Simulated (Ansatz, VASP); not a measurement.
One calculation of Ti2NbB3, two programs

```xyz
6
Lattice="4.0841 0.0000 0.0000 0.0000 4.0841 0.0000 0.0000 0.0000 4.7088" Properties=species:S:1:pos:R:3 pbc="T T T"
Ti    0.0000    0.0000    2.3544
Ti    2.0420    2.0420    0.0000
Nb    0.0000    0.0000    0.0000
B     0.0000    2.0420    2.3544
B     2.0420    0.0000    2.3544
B     2.0420    2.0420    2.3544
```

Alike in both runs: functional PBE; k mesh 10 × 10 × 8; occupations gaussian, width 0.1 eV; no spin polarisation.

Ansatz relaxed the structure, and its values are those at the end. VASP's run is a single point on that final structure, the one shown.

|  | VASP | Ansatz |
| --- | --- | --- |
| version | VASP 6.6.1 | Ansatz 0.2.0 |
| potentials or method | VASP PAW PBE potentials, release 64 (Ti_sv, Nb_sv, B), cutoff 520 eV | scalar-relativistic, plane waves, PAW |
| valence electrons in the cell | 46 | 46 |

```tsv
	VASP	Ansatz	Ansatz less VASP
gap on the k mesh at the Fermi level (eV)	none	none	-
pressure (GPa)	-0.1	0.0	+0.11
```

A gap of «none» marks a metal or a gap that the smearing closes.
